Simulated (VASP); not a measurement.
# Sn2TeSe: single point with r2SCAN

Sn2TeSe:

```
Se Sn Te
1.0
     4.46690    0.00000    0.00000
     0.00000    4.46690    0.00000
     0.00000    0.00000    6.34833
Se Sn Te
1 2 1
Direct
  0.00000 0.00000 0.00000
  0.00000 0.00000 0.50000
  0.50000 0.50000 0.00000
  0.50000 0.50000 0.50000
```

```yaml
Program: VASP 6.6.1
Task: single point
Functional: r2SCAN
Potentials_or_basis: VASP PAW PBE potentials, release 64 (Se, Sn_d, Te)
Cutoff: 520 eV
k_mesh: 6 × 6 × 4
Occupations: fermi-dirac, width 0.02 eV
Spin: no spin polarisation
```

| Quantity | Value |
| --- | --- |
| Pressure | -2.5 GPa |
| Band gap on the k mesh | 0.16 eV |

Stress tensor (GPa, compression positive):
```
-2.52  0.00  0.00
 0.00 -2.52  0.00
 0.00  0.00 -2.43
```

Levels at points of the mesh, in eV from the valence-band top:
```tsv
k point	band 18	band 19	band 20	band 21	band 22	band 23
(0.00, 0.00, 0.00)	-2.30	-2.30	-2.25	2.96	3.48	3.64
(0.50, 0.00, 0.00)	-2.02	-1.09	-0.75	0.95	1.11	1.14
(0.50, 0.50, 0.00)	-3.68	-3.68	-3.53	3.00	3.00	4.31
(0.00, 0.00, 0.50)	-2.99	-2.09	-1.86	1.78	2.03	3.52
(0.50, 0.00, 0.50)	-1.87	-0.25	0.00	0.16	0.49	0.60
(0.50, 0.50, 0.50)	-4.44	-1.31	-0.79	1.05	1.16	4.08
```

Wall time 3.4 min on 1 thread of AMD EPYC 9R45 96-Core Processor (Zen 5), on a shared host, peak memory 0.29 GiB.

Caveat: the PAW data sets were made with another functional, which shifts forces and pressure a little; spin-orbit coupling is left out, which moves the levels of the heavy elements. A k mesh can miss the band edges.
